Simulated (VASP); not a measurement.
# Ag (Fm-3m) in VASP: relaxation of cell and atoms with LDA

Aim: the relaxation of cell and atoms of Ag with LDA.

Everything below comes from runs of VASP 6.6.1. Logs are shortened: lines on timing, memory, paths and dates and some standing lists are left out, and cuts for length are marked.

## Step 1: The cell of the first run

The structure is cubic, space group Fm-3m (No. 225). The conventional cell has a = 4.086 Å, b = 4.086 Å, c = 4.086 Å, α = 90.00°, β = 90.00°, γ = 90.00°. Within 3.8 Å of Ag (site symmetry m-3m) lie 12 Ag at 2.89 Å.

## Step 2: Relaxation of cell and atoms, LDA

Input file INCAR:

```
  PREC = Accurate
  ENCUT = 600
  EDIFF = 1E-6
  ISMEAR = -1
  SIGMA = 0.08
  LREAL = F
  LASPH = T
  NELM = 60
  ALGO = Normal
  ISIF = 3
  LWAVE = F
  LCHARG = F
  IBRION = 2
  NSW = 60
  EDIFFG = -0.005
```

Input file KPOINTS:

```
regular mesh
0
Gamma
  18 18 18
```

Input file POSCAR:

```
Ag
1.0
    0.0000000000      2.0428264039      2.0428264039
    2.0428264039      0.0000000000      2.0428264039
    2.0428264039      2.0428264039      0.0000000000
Ag
1
Direct
    0.0000000000      0.0000000000      0.0000000000
```

Potentials or basis: VASP PAW LDA potentials, release 64 (Ag).

Started as:

```sh
$ cat potpaw_LDA.64/Ag/POTCAR > POTCAR
$ mpirun -np 1 vasp_std > vasp.out
```

OUTCAR:

```text
PREC = Accurate
   ENCUT = 600
   EDIFF = 1E-6
   ISMEAR = -1
   LREAL = F
   LASPH = T
   NELM = 60
   ISIF = 3
   IBRION = 2
   NSW = 60
   EDIFFG = -0.005

 ion  position               nearest neighbor table
   1  0.000  0.000  0.000-

  LATTYP: Found a face centered cubic cell.
 ALAT       =     4.0856528078

  Lattice vectors:

 A1 = (   0.0000000000,   2.0428264039,   2.0428264039)
 A2 = (   2.0428264039,   0.0000000000,   2.0428264039)
 A3 = (   2.0428264039,   2.0428264039,   0.0000000000)

Analysis of symmetry for initial positions (statically):
=====================================================================
 Subroutine PRICEL returns:
 Original cell was already a primitive cell.

 Routine SETGRP: Setting up the symmetry group for a
 face centered cubic supercell.

 Subroutine GETGRP returns: Found 48 space group operations
 (whereof 48 operations were pure point group operations)
 out of a pool of 48 trial point group operations.

The static configuration has the point symmetry O_h .

Analysis of symmetry for dynamics (positions and initial velocities):
=====================================================================
 Subroutine PRICEL returns:
 Original cell was already a primitive cell.

 Routine SETGRP: Setting up the symmetry group for a
 face centered cubic supercell.

 Subroutine GETGRP returns: Found 48 space group operations
 (whereof 48 operations were pure point group operations)
 out of a pool of 48 trial point group operations.

The dynamic configuration has the point symmetry O_h .

 Subroutine INISYM returns: Found 48 space group operations
 (whereof 48 operations are pure point group operations),
 and found     1 'primitive' translations

----------------------------------------------------------------------------------------

                                     Primitive cell

  volume of cell :      17.0500

  direct lattice vectors                    reciprocal lattice vectors
     0.000000000  2.042826404  2.042826404    -0.244758928  0.244758928  0.244758928
     2.042826404  0.000000000  2.042826404     0.244758928 -0.244758928  0.244758928
     2.042826404  2.042826404  0.000000000     0.244758928  0.244758928 -0.244758928

  length of vectors
     2.888992806  2.888992806  2.888992806     0.423934898  0.423934898  0.423934898

  position of ions in fractional coordinates (direct lattice)
     0.000000000  0.000000000  0.000000000

  ion indices of the primitive-cell ions
   primitive index   ion index
                 1           1

----------------------------------------------------------------------------------------

 KPOINTS: regular mesh

Automatic generation of k-mesh.
 Grid dimensions read from file:
 generate k-points for:   18   18   18

 Generating k-lattice:

  Cartesian coordinates                     Fractional coordinates (reciprocal lattice)
    -0.013597718  0.013597718  0.013597718     0.055555556  0.000000000  0.000000000
     0.013597718 -0.013597718  0.013597718     0.000000000  0.055555556  0.000000000
     0.013597718  0.013597718 -0.013597718     0.000000000  0.000000000  0.055555556

  Length of vectors
     0.023551939  0.023551939  0.023551939

  Shift w.r.t. Gamma in fractional coordinates (k-lattice)
     0.000000000  0.000000000  0.000000000

 Subroutine IBZKPT returns following result:
 ===========================================

 Found    195 irreducible k-points:

 Following reciprocal coordinates:
            Coordinates               Weight
  0.000000  0.000000  0.000000      1.000000
  0.055556  0.000000  0.000000      8.000000
  0.111111  0.000000  0.000000      8.000000
  0.166667  0.000000  0.000000      8.000000
  0.222222  0.000000  0.000000      8.000000
  0.277778  0.000000  0.000000      8.000000
[... 16 lines left out ...]
 -0.277778  0.055556  0.000000     24.000000
 -0.222222  0.055556  0.000000     24.000000
 [... further k-points ...]
   k-points           NKPTS =    195   k-points in BZ     NKDIM =    195   number of bands    NBANDS=      9
   number of dos      NEDOS =    301   number of ions     NIONS =      1
   total plane-waves  NPLWV =  13824
   dimension x,y,z NGX =    24 NGY =   24 NGZ =   24
   dimension x,y,z NGXF=    48 NGYF=   48 NGZF=   48
   ions per type =               1
   NGX,Y,Z   is equivalent  to a cutoff of  13.81, 13.81, 13.81 a.u.
   NGXF,Y,Z  is equivalent  to a cutoff of  27.62, 27.62, 27.62 a.u.
 SYSTEM =  unknown system
   PREC   = accura    normal or accurate (medium, high low for compatibility)
   ISTART =      0    job   : 0-new  1-cont  2-samecut
   ICHARG =      2    charge: 1-file 2-atom 10-const
   ISPIN  =      1    spin polarized calculation?
   LNONCOLLINEAR =      F non collinear calculations
   LSORBIT =      F    spin-orbit coupling
   LASPH  =      T    aspherical Exc in radial PAW
   ENCUT  =  600.0 eV  44.10 Ry    6.64 a.u.   5.77  5.77  5.77*2*pi/ulx,y,z
   NELM   =     60;   NELMIN=  2; NELMDL= -5     # of ELM steps
   EDIFF  = 0.1E-05   stopping-criterion for ELM
   LREAL  =      F    real-space projection
   EDIFFG = -.5E-02   stopping-criterion for IOM
   NSW    =     60    number of steps for IOM
   IBRION =      2    ionic relax: 0-MD 1-quasi-New 2-CG
   NFREE  =      1    steps in history (QN), initial steepest desc. (CG)
   ISIF   =      3    stress and relaxation
   ISYM   =      2    0-nonsym 1-usesym 2-fastsym
   POTIM  = 0.5000    time-step for ionic-motion
   TEBEG  =    0.0;   TEEND  =   0.0 temperature during run
   PSTRESS=    0.0 pullay stress
   NELECT =      11.0000    total number of electrons
   NUPDOWN=      -1.0000    fix difference up-down
   EMIN   =  10.00;   EMAX   =-10.00  energy-range for DOS
   EFERMI =   0.00;   METHOD = LEGACY
   ISMEAR =    -1;   SIGMA  =   0.08  broadening in eV -4-tet -1-fermi 0-gaus
   EFERMI_NEDOS =   21; number of points for ismear=-14 and -15
   IALGO  =     38    algorithm
   IMIX   =      4    mixing-type and parameters
     AMIX     =   0.40;   BMIX     =  1.00
     AMIX_MAG =   1.60;   BMIX_MAG =  1.00
  volume/ion in A,a.u.               =      17.05       115.06
  Fermi-wavevector in a.u.,A,eV,Ry     =   1.414591  2.673190 27.226184  2.001068
  Thomas-Fermi vector in A             =   2.536117
   LORBIT       =      0    0 simple, 1 ext, 2 COOP (PROOUT), +10 PAW based schemes
   GGA     = CA    functional components
   LHFCALC =     F    Hartree Fock is set to
   AEXX    =    0.0000 exact exchange contribution
   IVDW    =     0    specifies the selected vdW correction
   LEPSILON=     F    determine dielectric tensor
   LRPA    =     F    only Hartree local field effects (RPA)
 conjugate gradient relaxation of ions
 non-spin polarized calculation
  energy-cutoff  :      600.00
  volume of cell :       17.05
 maximum number of plane-waves:       588
   NGX = 11   NGY = 11   NGZ = 11

--------------------------------------- Ionic step        1  -------------------------------------------

 number of electron      10.9999999 magnetization

 Free energy of the ion-electron system (eV)
  ---------------------------------------------------
  ext. energy  EPLUGINS =         0.00000000
  ---------------------------------------------------
  free energy    TOTEN  =        -3.76253973 eV

  energy without entropy =       -3.75796637  energy(sigma->0) =       -3.76025305

------------------------ aborting loop because EDIFF is reached ----------------------------------------

  FORCE on cell =-STRESS in cart. coord.  units (eV):
  Direction    XX          YY          ZZ          XY          YZ          ZX
  --------------------------------------------------------------------------------------
  -------------------------------------------------------------------------------------
  Total       -0.7601208     -0.7601208     -0.7601208      0.0000000     -0.0000000     -0.0000000
  in kB      -71.4280497    -71.4280497    -71.4280497      0.0000000     -0.0000000     -0.0000000
  external PRESSURE =     -71.4280497 kB  Pullay stress =       0.0000000 kB
[... 160 lines left out ...]
  energy  without entropy=       -3.7820928152  energy(sigma->0) =       -3.78436551

--------------------------------------- Ionic step        6  -------------------------------------------

 number of electron      11.0000002 magnetization

 Free energy of the ion-electron system (eV)
  ---------------------------------------------------
  ext. energy  EPLUGINS =         0.00000000
  ---------------------------------------------------
  free energy    TOTEN  =        -3.78664027 eV

  energy without entropy =       -3.78209351  energy(sigma->0) =       -3.78436689

 E-fermi :   9.0284     XC(G=0): -12.9460

 val. band max:        8.9757143838   @ k =   0.5000   0.2778   0.1111
 cond. band min:       9.1698090277   @ k =   0.5000   0.1111   0.0000
 fundamental gap:      0.1940946439
 Fermi energy:         9.0283635595

 k-point     1 :       0.0000    0.0000    0.0000
  band No.  band energies     occupation
      1       0.7472      2.00000
      2       4.0315      2.00000
      3       4.0315      2.00000
      4       4.0315      2.00000
      5       5.2059      2.00000
      6       5.2059      2.00000
      7      25.1703      0.00000
      8      29.0409      0.00000
      9      29.0409      0.00000
[... 265 lines left out ...]
 k-point    24 :      -0.2222    0.0556    0.0000
  band No.  band energies     occupation
      1       2.2482      2.00000
      2       4.0050      2.00000
      3       4.3063      2.00000
      4       4.3132      2.00000
      5       5.1450      2.00000
      6       5.5496      2.00000
      7      21.0529      0.00000
      8      25.6015      0.00000
      9      28.2360      0.00000

 [... further k-points ...]

------------------------ aborting loop because EDIFF is reached ----------------------------------------

  FORCE on cell =-STRESS in cart. coord.  units (eV):
  Direction    XX          YY          ZZ          XY          YZ          ZX
  --------------------------------------------------------------------------------------
  -------------------------------------------------------------------------------------
  Total       -0.0015345     -0.0015345     -0.0015345     -0.0000000      0.0000000     -0.0000000
  in kB       -0.1532719     -0.1532719     -0.1532719     -0.0000000      0.0000000     -0.0000000
  external PRESSURE =      -0.1532719 kB  Pullay stress =       0.0000000 kB
[... 16 lines left out ...]
  FREE ENERGIE OF THE ION-ELECTRON SYSTEM (eV)
  ---------------------------------------------------
  free  energy   TOTEN  =        -3.7866402684 eV

  energy  without entropy=       -3.7820935136  energy(sigma->0) =       -3.78436689

 reached required accuracy - stopping structural energy minimisation
```

Run time: 1.9 min. Hardware: 1 thread of Intel Xeon 8259CL, shared host; peak memory 0.17 GiB.

What came out:

```
Free energy                           : -3.7866 eV
Relaxed volume                        : 16.04 Å³/atom
Relaxed cell                          : a = 2.831 Å, b = 2.831 Å, c = 2.831 Å, α = 60.00°, β = 60.00°, γ = 60.00°
Space group after relaxing (to 0.1 Å) : Fm-3m (No. 225)
Energy gained by relaxing             : 24.1 meV/atom
Ionic steps                           : 6
Pressure after relaxing               : 0.0 GPa
Band gap on the k mesh                : zero (an odd number of electrons rules out a gap without spin polarisation)
```

Step by step:
```tsv
step	energy change (eV)	largest force (eV/Å)	pressure (GPa)	volume (Å³)
1	0.0000	0.0000	-7.14	17.05
2	-0.0049	0.0000	8.18	15.24
3	-0.0241	0.0000	-0.06	16.05
4	-0.0241	0.0000	0.10	16.03
5	-0.0241	0.0000	-0.07	16.05
6	-0.0241	0.0000	-0.02	16.04
```

Final structure:
```
Ag
1.0
     0.00000    2.00167    2.00167
     2.00167    0.00000    2.00167
     2.00167    2.00167    0.00000
Ag
1
Direct
  0.00000 0.00000 0.00000
```

Levels at points of the mesh, in eV from the Fermi level:
```csv
k point,band 4,band 5,band 6,band 7,band 8,band 9
"(0.00, 0.00, 0.00)",-5.00,-3.82,-3.82,16.14,20.01,20.01
"(0.50, 0.00, 0.00)",-2.93,-2.93,-0.60,3.93,15.41,18.36
"(0.50, 0.50, 0.00)",-2.69,-2.69,1.49,7.22,10.88,10.88
```
